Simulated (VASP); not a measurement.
# Al5O8 (a cell with a defect): single point with LDA

System: Al5O8 (a cell with a defect).

```
Al O
1.0
    -4.73510   -2.73381    4.30033
     4.73510   -2.73381    4.30033
     0.00000    5.46762    4.30033
Al O
15 24
Direct
  0.35100 0.35151 0.35748
  0.14797 0.15073 0.14780
  0.64519 0.64316 0.65486
  0.85486 0.84995 0.85104
  0.79582 0.79594 0.29629
  0.14786 0.14798 0.64833
  0.35305 0.35317 0.85352
  0.85701 0.35111 0.85187
  0.64733 0.14809 0.65108
  0.15439 0.64529 0.14351
  0.35056 0.85497 0.35031
  0.35140 0.85712 0.85146
  0.15061 0.64745 0.64844
  0.64304 0.15451 0.14565
  0.84983 0.35068 0.35532
  0.59951 0.40182 0.75969
  0.74963 0.58055 0.42404
  0.40272 0.75114 0.59581
  0.38122 0.60121 0.27113
  0.25024 0.40202 0.60108
  0.59501 0.25182 0.40815
  0.09885 0.90240 0.74518
  0.24471 0.09897 0.40275
  0.90228 0.24483 0.59932
  0.89940 0.10293 0.24032
  0.73985 0.89952 0.60329
  0.10281 0.73997 0.39987
  0.09533 0.40284 0.25149
  0.25922 0.59963 0.90217
  0.92357 0.74975 0.08090
  0.90767 0.59513 0.75217
  0.77066 0.38134 0.10156
  0.10061 0.25036 0.90238
  0.58043 0.92369 0.25011
  0.75102 0.09545 0.90319
  0.40170 0.25934 0.09998
  0.40190 0.10073 0.75071
  0.25170 0.90780 0.09548
  0.60109 0.77078 0.88169
```

* Program: VASP 6.6.1
* Task: single point
* Functional: LDA
* Potentials or basis: VASP PAW LDA potentials, release 64 (Al, O)
* Cutoff: 520 eV
* k mesh: 2 × 2 × 2
* Occupations: fermi-dirac, width 0.05 eV
* Spin: no spin polarisation

| Item | Value |
| --- | --- |
| Largest force | 2.014 eV/Å |

Forces in eV/Å, atoms in the order of the input:
```
Al  -0.001  0.020 -0.042
Al   0.027  0.014 -0.004
Al   0.033  0.033 -0.090
Al   0.028  0.098 -0.032
Al   0.000 -0.001  2.014
Al   0.000 -0.001 -0.021
Al   0.000  0.000 -0.066
Al  -0.015 -0.010 -0.041
Al  -0.026  0.016 -0.004
Al  -0.043  0.014 -0.088
Al  -0.100 -0.025 -0.031
Al   0.017 -0.008 -0.041
Al  -0.001 -0.031 -0.004
Al   0.011 -0.043 -0.088
Al   0.072 -0.074 -0.031
O   -0.018  0.000 -0.043
O    0.060 -0.030 -0.075
O    0.041 -0.004 -0.078
O    0.014  0.034 -0.054
O    0.023  0.011 -0.026
O    0.004  0.013 -0.033
O    0.016  0.058 -0.015
O   -0.058 -0.015 -0.015
O    0.042 -0.043 -0.013
O   -0.223  0.304 -0.155
O   -0.150 -0.345 -0.154
O    0.375  0.042 -0.155
O   -0.017  0.038 -0.078
O    0.007 -0.016 -0.043
O   -0.004  0.068 -0.075
O   -0.014 -0.005 -0.032
O   -0.039 -0.005 -0.052
O   -0.021  0.015 -0.026
O   -0.056 -0.036 -0.075
O   -0.024 -0.034 -0.079
O    0.010  0.014 -0.042
O   -0.002 -0.025 -0.027
O    0.011 -0.009 -0.033
O    0.022 -0.031 -0.055
```

Levels at points of the mesh, in eV from the Fermi level:
```
           k point  band 90  band 91  band 92  band 93  band 94  band 95  band 96  band 97  band 98  band 99
(0.00, 0.00, 0.00)    -0.42    -0.27    -0.27    -0.23     0.09     0.24     0.24     6.59     8.50     9.39
(0.50, 0.00, 0.00)    -0.44    -0.40    -0.32    -0.21    -0.07     0.01     0.22     7.70     8.10     8.93
(0.00, 0.50, 0.00)    -0.44    -0.40    -0.32    -0.21    -0.07     0.01     0.22     7.70     8.10     8.93
(0.00, 0.00, 0.50)    -0.44    -0.40    -0.32    -0.21    -0.07     0.01     0.22     7.70     8.10     8.93
(0.50, 0.50, 0.00)    -0.40    -0.34    -0.30    -0.21    -0.12     0.09     0.19     7.99     8.90     9.01
(0.50, 0.00, 0.50)    -0.40    -0.34    -0.30    -0.21    -0.12     0.09     0.19     7.99     8.90     9.01
(0.00, 0.50, 0.50)    -0.40    -0.34    -0.30    -0.21    -0.12     0.09     0.19     7.99     8.90     9.01
(0.50, 0.50, 0.50)    -0.32    -0.32    -0.22    -0.22    -0.14     0.17     0.17     8.04     8.91     9.24
```

It took 13 min on 1 thread of Intel(R) Xeon(R) Platinum 8259CL CPU @ 2.50GHz (Skylake/Cascade Lake), on a shared host, peak memory 0.42 GiB.

Caveat: the k points lie up to 0.45 Å⁻¹ apart; the cell carries a net charge on a neutralising background, which shifts energy and pressure; the cell is charged against a uniform background, so pressure and absolute levels hang on convention.
